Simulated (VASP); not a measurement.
Ru, 2 atoms in the cell. Symmetry: Cmcm, No. 63, orthorhombic system. The conventional cell has a = 2.582 Å, b = 4.472 Å, c = 4.252 Å, α = 90.00°, β = 90.00°, γ = 90.00°. Within 3.3 Å of Ru (site symmetry m2m) lie 12 Ru at 2.53 to 2.76 Å.  This cell differs from its parent crystal: atoms displaced along a vibrational mode, the cell strained.

* Program: VASP 6.6.1
* Task: single point
* Functional: PBEsol
* Potentials or basis: VASP PAW PBE potentials, release 64 (Ru_pv)
* Cutoff: 520 eV
* k mesh: 18 × 18 × 10
* Occupations: gaussian, width 0.15 eV
* Spin: no spin polarisation
* Dipole correction: no
* Further INCAR settings: ALGO = Fast; EDIFF = 1e-06; NBANDS = 21

Potentials or basis: VASP PAW PBE potentials, release 64 (Ru_pv).

Launch:

```console
$ cat potpaw_PBE.64/Ru_pv/POTCAR > POTCAR
$ mpirun -np 1 vasp_std > vasp.out
```

Hardware: 1 thread of Intel(R) Xeon(R) 6975P-C (Granite Rapids), with other jobs on the host.

How long does it take, and how much memory?

Wall time 100 s on 1 thread of Intel(R) Xeon(R) 6975P-C (Granite Rapids), with other jobs on the host, peak memory 0.31 GiB. Counts: scf iterations 13, k points 546.
